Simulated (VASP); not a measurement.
Input of a VASP 6.6.1 run:

INCAR

```
ALGO = Normal ; EDIFF = 1E-6
ENCUT = 520 ; GGA = PS
ISIF = 2 ; ISMEAR = -1
LASPH = True ; LCHARG = False
LREAL = False ; LWAVE = False
NBANDS = 15 ; NELM = 80
PREC = Accurate ; SIGMA = 0.05
```

KPOINTS

```
k-points
0
Gamma
  10 10 10
```

The input POSCAR:

```
CaO
1.0
    0.0000000000      2.3835689280      2.3835689280
    2.3835689280      0.0000000000      2.3835689280
    2.3835689280      2.3835689280      0.0000000000
Ca O
1 1
Direct
    0.0000000000      0.0000000000      0.0000000000
    0.5000000000      0.5000000000      0.5000000000
```

Potentials or basis: VASP PAW PBE potentials, release 64 (Ca_sv, O).

Command:

```bash
$ cat potpaw_PBE.64/Ca_sv/POTCAR potpaw_PBE.64/O/POTCAR > POTCAR
$ mpirun -np 1 vasp_std > vasp.out
```

Estimate the band gap on the k mesh.

3.52 eV (least direct gap 3.89 eV).

Predict the pressure.

0.6 GPa.

Caveat: the PAW data sets were made with another functional, which shifts forces and pressure a little. A k mesh can miss the band edges.
